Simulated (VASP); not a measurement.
# B9C5 in VASP: notebook

B9C5 is run at these levels: PBE; tasks: single point, relaxation of cell and atoms.

Everything below comes from runs of VASP 6.6.1. Logs are shortened: lines on timing, memory, paths and dates and some standing lists are left out, and cuts for length are marked.

### Step 1. The cell of the first run

The cell holds a disordered packing, 14 atoms: a = 4.732 Å, b = 4.986 Å, c = 4.827 Å, α = 91.42°, β = 89.05°, γ = 91.08°.

### Step 2. Single point, PBE

INCAR

```
PREC = Accurate
ENCUT = 520
EDIFF = 1E-7
ISMEAR = -1
SIGMA = 0.3447
LREAL = False
LASPH = True
NELM = 100
ALGO = Normal
ISIF = 2
LWAVE = False
LCHARG = False
GGA = PE
NBANDS = 36
```

KPOINTS

```
regular mesh
0
Gamma
  5 5 5
```

POSCAR

```
B9C5
1.0
    4.7317320000     -0.0454910000      0.0395370000
   -0.0454910000      4.9851620000     -0.0605250000
    0.0395370000     -0.0605250000      4.8261280000
C B
5 9
Direct
    0.6718154361      0.5093771488      0.1637865297
    0.2455393156      0.9632621216      0.6052759191
    0.4117832265      0.2128018207      0.5316490697
    0.1093835573      0.4835819783      0.7374899623
    0.7449862809      0.8181862521      0.2180083941
    0.3592753929      0.5341916366      0.5534969202
    0.9045532094      0.9221349170      0.0249202883
    0.8035632201      0.5620746883      0.5319131355
    0.9940456692      0.3290852146      0.0016185096
    0.7769539885      0.2076841092      0.2167111134
    0.0214777558      0.8038319852      0.3609352352
    0.0589919555      0.7482176007      0.7995075181
    0.4487341957      0.3011212588      0.1634364949
    0.5964825254      0.9735469743      0.4391292133
```

Potentials or basis: VASP PAW PBE potentials, release 64 (C, B).

On the command line:

```sh
> cat potpaw_PBE.64/C/POTCAR potpaw_PBE.64/B/POTCAR > POTCAR
> mpirun -np 1 vasp_std > vasp.out
```

OUTCAR:

```text
PREC = Accurate
   ENCUT = 520
   EDIFF = 1E-7
   ISMEAR = -1
   LREAL = False
   LASPH = True
   NELM = 100
   ISIF = 2
   GGA = PE

 ion  position               nearest neighbor table
   1  0.672  0.509  0.164-  13 1.47   5 1.59  10 1.62   8 1.90   9 1.93
   2  0.246  0.963  0.605-   3 1.51  12 1.67  11 1.76  14 1.83
   3  0.412  0.213  0.532-   2 1.51  14 1.54   6 1.63  13 1.85
   4  0.109  0.484  0.737-  12 1.37   6 1.49   9 1.59   8 1.82
   5  0.745  0.818  0.218-   7 1.30  14 1.48  11 1.49   1 1.59  10 1.95   8 2.03
   6  0.359  0.534  0.553-   4 1.49   3 1.63   8 2.11  12 2.12
   7  0.905  0.922  0.025-   5 1.30  12 1.56  10 1.79  11 1.84   9 2.07
   8  0.804  0.562  0.532-  11 1.78   4 1.82   1 1.90  12 1.99   5 2.03   6 2.11
   9  0.994  0.329  0.002-  10 1.57   4 1.59   1 1.93   7 2.07
  10  0.777  0.208  0.217-   9 1.57   1 1.62  13 1.66   7 1.79  14 1.80   5 1.95
  11  0.021  0.804  0.361-   5 1.49   2 1.76   8 1.78   7 1.84  12 2.15
  12  0.059  0.748  0.800-   4 1.37   7 1.56   2 1.67   8 1.99   6 2.12  11 2.15
  13  0.449  0.301  0.163-   1 1.47  10 1.66   3 1.85
  14  0.596  0.974  0.439-   5 1.48   3 1.54  10 1.80   2 1.83

  LATTYP: Found a triclinic cell.
 ALAT       =     6.7028630704
 B/A-ratio  =     0.7059842623
 C/A-ratio  =     1.0223929167
 COS(alpha) =     0.0019668121
 COS(beta)  =     0.4955951892
 COS(gamma) =     0.6939837024

  Lattice vectors:

 A1 = (   4.6921950000,   0.0150340000,  -4.7865910000)
 A2 = (   4.7317320000,  -0.0454910000,   0.0395370000)
 A3 = (   0.0059540000,  -4.9246370000,  -4.7656030000)

Analysis of symmetry for initial positions (statically):
=====================================================================
 Subroutine PRICEL returns:
 Original cell was already a primitive cell.

 Routine SETGRP: Setting up the symmetry group for a
 triclinic supercell.

 Subroutine GETGRP returns: Found  1 space group operations
 (whereof  1 operations were pure point group operations)
 out of a pool of  2 trial point group operations.

The static configuration has the point symmetry C_1 .

Analysis of symmetry for dynamics (positions and initial velocities):
=====================================================================
 Subroutine PRICEL returns:
 Original cell was already a primitive cell.

 Routine SETGRP: Setting up the symmetry group for a
 triclinic supercell.

 Subroutine GETGRP returns: Found  1 space group operations
 (whereof  1 operations were pure point group operations)
 out of a pool of  2 trial point group operations.

The dynamic configuration has the point symmetry C_1 .

 Subroutine INISYM returns: Found  1 space group operations
 (whereof  1 operations are pure point group operations),
 and found     1 'primitive' translations

----------------------------------------------------------------------------------------

                                     Primitive cell

  volume of cell :     113.8060

  direct lattice vectors                    reciprocal lattice vectors
     4.731732000 -0.045491000  0.039537000     0.211371717  0.001908093 -0.001707687
    -0.045491000  4.985162000 -0.060525000     0.001908093  0.200643059  0.002500655
     0.039537000 -0.060525000  4.826128000    -0.001707687  0.002500655  0.207250796

  length of vectors
     4.732115840  4.985736944  4.826669444     0.211387227  0.200667713  0.207272916

  position of ions in fractional coordinates (direct lattice)
     0.671815436  0.509377149  0.163786530
     0.245539316  0.963262122  0.605275919
     0.411783226  0.212801821  0.531649070
     0.109383557  0.483581978  0.737489962
     0.744986281  0.818186252  0.218008394
     0.359275393  0.534191637  0.553496920
     0.904553209  0.922134917  0.024920288
     0.803563220  0.562074688  0.531913135
     0.994045669  0.329085215  0.001618510
     0.776953988  0.207684109  0.216711113
     0.021477756  0.803831985  0.360935235
     0.058991955  0.748217601  0.799507518
     0.448734196  0.301121259  0.163436495
     0.596482525  0.973546974  0.439129213

  ion indices of the primitive-cell ions
   primitive index   ion index
                 1           1
                 2           2
                 3           3
                 4           4
                 5           5
                 6           6
                 7           7
                 8           8
                 9           9
                10          10
                11          11
                12          12
                13          13
                14          14

----------------------------------------------------------------------------------------

 KPOINTS: regular mesh

Automatic generation of k-mesh.
 Grid dimensions read from file:
 generate k-points for:    5    5    5

 Generating k-lattice:

  Cartesian coordinates                     Fractional coordinates (reciprocal lattice)
     0.042274343  0.000381619 -0.000341537     0.200000000  0.000000000  0.000000000
     0.000381619  0.040128612  0.000500131    -0.000000000  0.200000000 -0.000000000
    -0.000341537  0.000500131  0.041450159     0.000000000  0.000000000  0.200000000

  Length of vectors
     0.042277445  0.040133543  0.041454583

  Shift w.r.t. Gamma in fractional coordinates (k-lattice)
     0.000000000  0.000000000  0.000000000

 Subroutine IBZKPT returns following result:
 ===========================================

 Found     63 irreducible k-points:

 Following reciprocal coordinates:
            Coordinates               Weight
  0.000000  0.000000  0.000000      1.000000
  0.200000  0.000000 -0.000000      2.000000
  0.400000  0.000000  0.000000      2.000000
  0.000000  0.200000  0.000000      2.000000
  0.200000  0.200000 -0.000000      2.000000
  0.400000  0.200000 -0.000000      2.000000
[... 16 lines left out ...]
 -0.200000  0.200000  0.200000      2.000000
 -0.000000  0.400000  0.200000      2.000000
 [... further k-points ...]
   k-points           NKPTS =     63   k-points in BZ     NKDIM =     63   number of bands    NBANDS=     36
   number of dos      NEDOS =    301   number of ions     NIONS =     14
   total plane-waves  NPLWV =  51840
   dimension x,y,z NGX =    36 NGY =   40 NGZ =   36
   dimension x,y,z NGXF=    72 NGYF=   80 NGZF=   72
   ions per type =               5   9
   NGX,Y,Z   is equivalent  to a cutoff of  12.65, 13.34, 12.40 a.u.
   NGXF,Y,Z  is equivalent  to a cutoff of  25.29, 26.68, 24.80 a.u.
 SYSTEM =  unknown system
   PREC   = accura    normal or accurate (medium, high low for compatibility)
   ISTART =      0    job   : 0-new  1-cont  2-samecut
   ICHARG =      2    charge: 1-file 2-atom 10-const
   ISPIN  =      1    spin polarized calculation?
   LNONCOLLINEAR =      F non collinear calculations
   LSORBIT =      F    spin-orbit coupling
   LASPH  =      T    aspherical Exc in radial PAW
   ENCUT  =  520.0 eV  38.22 Ry    6.18 a.u.   8.80  9.27  8.97*2*pi/ulx,y,z
   NELM   =    100;   NELMIN=  2; NELMDL= -5     # of ELM steps
   EDIFF  = 0.1E-06   stopping-criterion for ELM
   LREAL  =      F    real-space projection
   EDIFFG = 0.1E-05   stopping-criterion for IOM
   NSW    =      0    number of steps for IOM
   IBRION =     -1    ionic relax: 0-MD 1-quasi-New 2-CG
   NFREE  =      0    steps in history (QN), initial steepest desc. (CG)
   ISIF   =      2    stress and relaxation
   ISYM   =      2    0-nonsym 1-usesym 2-fastsym
   POTIM  = 0.5000    time-step for ionic-motion
   TEBEG  =    0.0;   TEEND  =   0.0 temperature during run
   PSTRESS=    0.0 pullay stress
   NELECT =      47.0000    total number of electrons
   NUPDOWN=      -1.0000    fix difference up-down
   EMIN   =  10.00;   EMAX   =-10.00  energy-range for DOS
   EFERMI =   0.00;   METHOD = LEGACY
   ISMEAR =    -1;   SIGMA  =   0.34  broadening in eV -4-tet -1-fermi 0-gaus
   EFERMI_NEDOS =   21; number of points for ismear=-14 and -15
   IALGO  =     38    algorithm
   IMIX   =      4    mixing-type and parameters
     AMIX     =   0.40;   BMIX     =  1.00
     AMIX_MAG =   1.60;   BMIX_MAG =  1.00
  volume/ion in A,a.u.               =       8.13        54.86
  Fermi-wavevector in a.u.,A,eV,Ry     =   1.219137  2.303834 20.222262  1.486294
  Thomas-Fermi vector in A             =   2.354399
   LORBIT       =      0    0 simple, 1 ext, 2 COOP (PROOUT), +10 PAW based schemes
   GGA     = PE    functional components
   LHFCALC =     F    Hartree Fock is set to
   AEXX    =    0.0000 exact exchange contribution
   IVDW    =     0    specifies the selected vdW correction
   LEPSILON=     F    determine dielectric tensor
   LRPA    =     F    only Hartree local field effects (RPA)
 non-spin polarized calculation
  energy-cutoff  :      520.00
  volume of cell :      113.81
 maximum number of plane-waves:      3087
   NGX = 17   NGY = 19   NGZ = 17

 number of electron      47.0000001 magnetization

 Free energy of the ion-electron system (eV)
  ---------------------------------------------------
  ext. energy  EPLUGINS =         0.00000000
  ---------------------------------------------------
  free energy    TOTEN  =       -87.02359784 eV

  energy without entropy =      -85.97408975  energy(sigma->0) =      -86.49884379

 E-fermi :   5.4021     XC(G=0): -11.0209

 val. band max:        5.3705606347   @ k =   0.4000  -0.4000   0.4000
 cond. band min:       5.4069766812   @ k =  -0.2000  -0.4000   0.2000
 fundamental gap:      0.0364160465
 Fermi energy:         5.4020553861

 k-point     1 :       0.0000    0.0000    0.0000
  band No.  band energies     occupation
      1     -12.9965      2.00000
      2     -10.6943      2.00000
      3      -9.4020      2.00000
      4      -9.1879      2.00000
      5      -6.5768      2.00000
      6      -5.7678      2.00000
[... 901 lines left out ...]
     34      11.6196      0.00000
     35      12.3901      0.00000

 [... further k-points ...]

 [bands above 35 left out]

------------------------ aborting loop because EDIFF is reached ----------------------------------------

  FORCE on cell =-STRESS in cart. coord.  units (eV):
  Direction    XX          YY          ZZ          XY          YZ          ZX
  --------------------------------------------------------------------------------------
  -------------------------------------------------------------------------------------
  Total        9.2059160     13.4499643     12.5870951     -2.6488466      0.8896331    -14.1233492
  in kB      129.6022336    189.3505660    177.2029673    -37.2908505     12.5243852   -198.8305778
  external PRESSURE =     165.3852556 kB  Pullay stress =       0.0000000 kB

 VOLUME and BASIS-vectors are now :
 -----------------------------------------------------------------------------
  energy-cutoff  :      520.00
  volume of cell :      113.81
      direct lattice vectors                 reciprocal lattice vectors
     4.731732000 -0.045491000  0.039537000     0.211371717  0.001908093 -0.001707687
    -0.045491000  4.985162000 -0.060525000     0.001908093  0.200643059  0.002500655
     0.039537000 -0.060525000  4.826128000    -0.001707687  0.002500655  0.207250796

 POSITION                                       TOTAL-FORCE (eV/Angst)
 -----------------------------------------------------------------------------------
      3.16215      2.49885      0.78619         2.020740     -0.163766      0.737115
      1.14194      4.75421      2.87255         0.427560      0.008688     -3.539088
      1.95979      1.00994      2.56921        -1.771309     -2.293268     -0.135753
      0.52473      2.36112      3.53428        -3.854618     -5.210434      1.286512
      3.49647      4.03171      1.03207        -8.285768     -6.498569      3.968436
      1.69758      2.61319      2.65312         3.701217     -3.114491     -1.087249
      4.23914      4.55433      0.10022         5.558329      6.294951     -5.319879
      3.79771      2.73328      2.56483         0.164851      0.063886      0.302044
      4.68865      1.59523      0.02719         2.947563      0.171064     -1.724878
      3.67546      0.98688      1.06402        -0.025040      0.247999      0.057543
      0.07933      3.98441      1.69412         4.432905      1.273953      3.286427
      0.27671      3.67891      3.81557         0.700019      8.216703     -0.575621
      2.11605      1.47083      0.78828        -4.632254      0.583439      1.419653
      2.79547      4.79958      2.08395        -1.384197      0.419844      1.324738
 -----------------------------------------------------------------------------------
    total drift:                               -0.000135      0.000190      0.000046

  FREE ENERGIE OF THE ION-ELECTRON SYSTEM (eV)
  ---------------------------------------------------
  free  energy   TOTEN  =       -87.0235978394 eV

  energy  without entropy=      -85.9740897494  energy(sigma->0) =      -86.49884379
```

Wall time 2 min (1 thread of Intel Xeon 6975P-C (Granite Rapids), shared host); peak memory 0.32 GiB.

What came out:

| Item | Value |
| --- | --- |
| Free energy | -87.0236 eV |
| Pressure | 16.5 GPa |
| Largest force | 11.253 eV/Å |
| Band gap on the k mesh | zero (an odd number of electrons rules out a gap without spin polarisation) |

Forces on the atoms (eV/Å):
```
C    2.021 -0.164  0.737
C    0.428  0.009 -3.539
C   -1.771 -2.293 -0.136
C   -3.855 -5.210  1.287
C   -8.286 -6.499  3.968
B    3.701 -3.114 -1.087
B    5.558  6.295 -5.320
B    0.165  0.064  0.302
B    2.948  0.171 -1.725
B   -0.025  0.248  0.058
B    4.433  1.274  3.286
B    0.700  8.217 -0.576
B   -4.632  0.583  1.420
B   -1.384  0.420  1.325
```

Stress tensor (GPa, compression positive):
```
 12.96  -3.73 -19.88
 -3.73  18.94   1.25
-19.88   1.25  17.72
```

Caveat: the atoms stand as in a frame of molecular dynamics; so wide a smearing shifts energies and pressures.

### Step 3. Relaxation of cell and atoms, PBE

INCAR

```
SYSTEM = B9C5
ALGO = Normal ; EDIFF = 1E-6
EDIFFG = -0.04 ; ENCUT = 600
GGA = PE ; IBRION = 2
ISIF = 3 ; ISMEAR = 0
ISYM = 0 ; LASPH = .TRUE.
LCHARG = .FALSE. ; LREAL = .FALSE.
LWAVE = .FALSE. ; NELM = 80
NSW = 90 ; PREC = Accurate
SIGMA = 0.1
```

KPOINTS

```
k-points
0
G
  3 3 3
  0 0 0
```

POSCAR

```
B9C5
1.0
    4.7317320000     -0.0454910000      0.0395370000
   -0.0454910000      4.9851620000     -0.0605250000
    0.0395370000     -0.0605250000      4.8261280000
C B
5 9
Direct
    0.8934843296      0.5043784907      0.3677981846
    0.7828618961      0.7693056920      0.4286884261
    0.9439992349      0.8960234777      0.6516734166
    0.2993986504      0.2822621402      0.1428469210
    0.0338677202      0.3903809341      0.6094967366
    0.8414406815      0.1764886235      0.7893673630
    0.4955986020      0.8130818073      0.2924176078
    0.9307286256      0.3229272436      0.1110782730
    0.3730733500      0.8303131783      0.9759562327
    0.3249962327      0.9075667426      0.6260326104
    0.4951795196      0.1353016685      0.9243131999
    0.2029039087      0.5937788789      0.1496456755
    0.2520726439      0.1888175148      0.4561251764
    0.1359995774      0.6469279703      0.7824368978
```

Potentials or basis: VASP PAW PBE potentials, release 64 (C, B).

On the command line:

```sh
> cat potpaw_PBE.64/C/POTCAR potpaw_PBE.64/B/POTCAR > POTCAR
> mpirun -np 1 vasp_std > vasp.out
```

It took 7.7 min on 1 thread of Intel Xeon 6975P-C (Granite Rapids), shared host; peak memory 0.25 GiB.

The run converged. Its results:

```
Free energy                           : -99.6487 eV
Relaxed volume                        : 8.08 Å³/atom
Relaxed cell                          : a = 4.844 Å, b = 5.277 Å, c = 4.440 Å, α = 90.60°, β = 87.69°, γ = 94.14°
Space group after relaxing (to 0.1 Å) : P1 (No. 1)
Energy gained by relaxing             : 90.4 meV/atom
Ionic steps                           : 32
Pressure after relaxing               : 0.0 GPa
Largest force after relaxing          : 0.026 eV/Å
Band gap on the k mesh                : zero (an odd number of electrons rules out a gap without spin polarisation)
```

Forces on the atoms (eV/Å):
```
C   -0.005 -0.020 -0.002
C    0.001  0.008  0.022
C   -0.012  0.006 -0.015
C    0.012  0.008 -0.021
C    0.004 -0.014 -0.017
B    0.003 -0.005  0.010
B   -0.008 -0.003 -0.006
B    0.003 -0.004 -0.007
B    0.009  0.004 -0.004
B   -0.014  0.004  0.009
B    0.006  0.002  0.019
B    0.008  0.016  0.004
B    0.001 -0.002  0.009
B   -0.008  0.000 -0.001
```

Step by step:
```
step  energy change (eV)  largest force (eV/Å)  pressure (GPa)  volume (Å³)
   1              0.0000                2.0224           -0.52       113.81
   2             -0.4530                2.8123            1.54       113.29
   3             -0.5127                1.6283            0.58       113.43
   4             -0.8298                1.4819           -0.50       113.59
   5             -0.8362                1.2163           -0.45       113.58
   6             -1.0137                1.5643            0.18       113.31
   7             -1.0143                1.4523            0.12       113.32
   8             -1.1257                0.7045            0.29       113.21
   9             -1.1276                0.5451            0.25       113.23
  10             -1.1723                0.3342           -0.02       113.35
  11             -1.1728                0.4321           -0.04       113.37
  12             -1.2020                0.3676            0.00       113.41
  13             -1.2033                0.5405            0.03       113.43
  14             -1.2246                0.2745           -0.21       113.48
  15             -1.2251                0.2762           -0.24       113.49
  16             -1.2383                0.1798           -0.03       113.37
  17             -1.2394                0.2939            0.06       113.32
  18             -1.2472                0.2335            0.13       113.28
  19             -1.2473                0.2522            0.14       113.28
  20             -1.2538                0.1991            0.00       113.34
  21             -1.2539                0.2583           -0.02       113.34
  22             -1.2585                0.1142           -0.17       113.37
  23             -1.2587                0.1503           -0.21       113.38
  24             -1.2618                0.0957           -0.10       113.25
  25             -1.2622                0.1404           -0.05       113.19
  26             -1.2641                0.1242            0.17       113.05
  27             -1.2641                0.1173            0.16       113.05
  28             -1.2650                0.1147            0.04       113.08
  29             -1.2651                0.0728            0.06       113.08
  30             -1.2656                0.0609           -0.07       113.13
  31             -1.2656                0.0579           -0.06       113.13
  32             -1.2658                0.0256            0.00       113.10
```

Final structure:
```yaml
crystal:
  lattice:
    - [4.84022, -0.17611, 0.08715]
    - [-0.18879, 5.27357, -0.01597]
    - [0.09842, -0.02988, 4.43870]
  atoms:
    - { symbol: C, position: [0.91441, 0.51113, 0.35664] }
    - { symbol: C, position: [0.78523, 0.74610, 0.42333] }
    - { symbol: C, position: [0.92987, 0.89018, 0.65692] }
    - { symbol: C, position: [0.29267, 0.27675, 0.14223] }
    - { symbol: C, position: [0.04438, 0.40808, 0.63213] }
    - { symbol: B, position: [0.82022, 0.14941, 0.79119] }
    - { symbol: B, position: [0.49494, 0.79286, 0.31219] }
    - { symbol: B, position: [0.97854, 0.33556, 0.06909] }
    - { symbol: B, position: [0.38089, 0.82049, 0.96191] }
    - { symbol: B, position: [0.29608, 0.91704, 0.61320] }
    - { symbol: B, position: [0.47007, 0.13693, 0.88816] }
    - { symbol: B, position: [0.23282, 0.57964, 0.16201] }
    - { symbol: B, position: [0.26395, 0.22331, 0.49004] }
    - { symbol: B, position: [0.10152, 0.67007, 0.80884] }
```

Levels at points of the mesh, in eV from the Fermi level:
```
           k point  band 19  band 20  band 21  band 22  band 23  band 24  band 25  band 26  band 27  band 28
(0.00, 0.00, 0.00)    -3.55    -2.91    -2.24    -2.19    -0.86     0.12     0.66     0.78     2.17     3.92
```

Caveat: the k points lie up to 0.47 Å⁻¹ apart in the final cell, too coarse for converged energies and pressures of a metal.
